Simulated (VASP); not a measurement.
# P (Cmce) in VASP: further runs, part 2 of 2

VASP 6.6.1. The steps go on from the part before.

### Step 3. Single point, PBEsol (strain -0.015 along x and y, +0.015 along z)

Contents of INCAR:

```
ALGO = Normal
EDIFF = 1E-6
ENCUT = 520
GGA = PS
ISIF = 2
ISMEAR = 0
LASPH = T
LCHARG = F
LREAL = F
LWAVE = F
NBANDS = 18
NELM = 60
PREC = Accurate
SIGMA = 0.15
```

Contents of KPOINTS:

```
k-points
0
Gamma
  16 16 12
```

Contents of POSCAR:

```
P
1.0
    1.6338264698     -5.0681756577      0.0000000000
    1.6338264698      5.0681756577      0.0000000000
    0.0000000000      0.0000000000      4.2601301330
P
4
Direct
    0.1052825112      0.8947174888      0.9271259313
    0.6052825112      0.3947174888      0.5728740687
    0.8947174888      0.1052825112      0.0728740687
    0.3947174888      0.6052825112      0.4271259313
```

Potentials or basis: VASP PAW PBE potentials, release 64 (P).

Command:

```
$ cat potpaw_PBE.64/P/POTCAR > POTCAR
$ mpirun -np 1 vasp_std > vasp.out
```

OUTCAR:

```text
EDIFF = 1E-6
   ENCUT = 520
   GGA = PS
   ISIF = 2
   ISMEAR = 0
   LASPH = T
   LREAL = F
   NELM = 60
   PREC = Accurate

 ion  position               nearest neighbor table
   1  0.105  0.895  0.927-   3 2.22   2 2.22   2 2.22
   2  0.605  0.395  0.573-   4 2.22   1 2.22   1 2.22
   3  0.895  0.105  0.073-   1 2.22   4 2.22   4 2.22
   4  0.395  0.605  0.427-   2 2.22   3 2.22   3 2.22

[... 705 lines left out ...]

  FORCE on cell =-STRESS in cart. coord.  units (eV):
  Direction    XX          YY          ZZ          XY          YZ          ZX
  --------------------------------------------------------------------------------------
  -------------------------------------------------------------------------------------
  Total        0.9860234      1.3060471     -0.2474906      0.0000000      0.0000000      0.0000000
  in kB       22.3917149     29.6591692     -5.6202909      0.0000000      0.0000000      0.0000000
  external PRESSURE =      15.4768644 kB  Pullay stress =       0.0000000 kB

 VOLUME and BASIS-vectors are now :
 -----------------------------------------------------------------------------
  energy-cutoff  :      520.00
  volume of cell :       70.55
      direct lattice vectors                 reciprocal lattice vectors
     1.633826470 -5.068175658  0.000000000     0.306030052 -0.098654828  0.000000000
     1.633826470  5.068175658  0.000000000     0.306030052  0.098654828  0.000000000
     0.000000000  0.000000000  4.260130133     0.000000000  0.000000000  0.234734613

 POSITION                                       TOTAL-FORCE (eV/Angst)
 -----------------------------------------------------------------------------------
      1.63383      4.00100      3.94968         0.000000     -0.206999     -0.198812
      1.63383     -1.06718      2.44052         0.000000     -0.206999      0.198812
      1.63383     -4.00100      0.31045         0.000000      0.206999      0.198812
      1.63383      1.06718      1.81961         0.000000      0.206999     -0.198812
 -----------------------------------------------------------------------------------
    total drift:                                0.000000     -0.000000      0.000000

  FREE ENERGIE OF THE ION-ELECTRON SYSTEM (eV)
  ---------------------------------------------------
  free  energy   TOTEN  =       -23.0315531183 eV

  energy  without entropy=      -23.0290946769  energy(sigma->0) =      -23.03032390
```

It took 3.9 min on 1 thread of Intel Xeon 6975P-C (Granite Rapids), shared host; peak memory 0.54 GiB.

Results:

- Free energy: -23.0316 eV
- Pressure: 1.5 GPa
- Largest force: 0.287 eV/Å
- Band gap on the k mesh: zero (bands 10 and 11 overlap by 0.46 eV)

Forces on the atoms (eV/Å):
```
P    0.000 -0.207 -0.199
P    0.000 -0.207  0.199
P    0.000  0.207  0.199
P    0.000  0.207 -0.199
```

Stress tensor (GPa, compression positive):
```
 2.24  0.00  0.00
 0.00  2.97  0.00
 0.00  0.00 -0.56
```

Levels at points of the mesh, in eV from the Fermi level:
```
           k point  band 6  band 7  band 8  band 9  band 10  band 11  band 12  band 13  band 14  band 15
(0.00, 0.00, 0.00)   -4.28   -3.79   -2.95   -2.29    -1.52     0.93     1.42     2.15     3.37     5.54
(0.50, 0.00, 0.00)   -5.19   -3.31   -3.31   -2.67    -2.67     0.74     0.74     0.95     0.95     3.53
(0.50, 0.50, 0.00)   -5.41   -4.06   -1.81   -1.72    -0.19     0.60     0.78     2.74     3.09     5.80
(0.00, 0.00, 0.50)   -5.17   -2.82   -2.82   -0.99    -0.99     1.74     1.74     2.48     2.48     5.33
(0.50, 0.00, 0.50)   -5.84   -5.75   -5.75   -1.99    -1.99     1.70     1.70     4.27     4.27     5.90
(0.50, 0.50, 0.50)   -2.90   -2.43   -2.43   -1.28    -1.28     1.51     1.51     2.80     2.80     3.06
```

Caveat: the cell differs from its parent crystal (strain -0.015 along x and y, +0.015 along z); the PAW data sets were made with another functional, which shifts forces and pressure a little.
